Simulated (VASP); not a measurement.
H:

```
H
1.0
     2.03495    0.00000    0.00000
    -1.01748    1.76232    0.00000
     0.00000    0.00000    3.26905
H
2
Direct
  0.33333 0.66667 0.25000
  0.66667 0.33333 0.75000
```

Base run:

```yaml
Program: VASP 6.6.1
Functional: PBE
Potentials_or_basis: VASP PAW PBE potentials, release 64 (H)
Cutoff: 500 eV
k_mesh: 13 × 13 × 7
Occupations: fermi-dirac, width 0.01 eV
Spin: no spin polarisation
```

Its results: band gap on the k mesh zero (bands 1 and 2 overlap by 8.41 eV); pressure -23.7 GPa.

**Question.** The run is repeated on the same cell with these changes: cutoff from 500 eV to 400 eV; further incar settings from ALGO = Normal; EDIFF = 1e-06; NBANDS = 8 to ALGO = Normal; EDIFF = 1e-08; NBANDS = 8. What comes out?

**Answer.** Band gap on the k mesh zero (bands 1 and 2 overlap by 8.41 eV); pressure -24.4 GPa.

Caveats: the cell stands under tension.
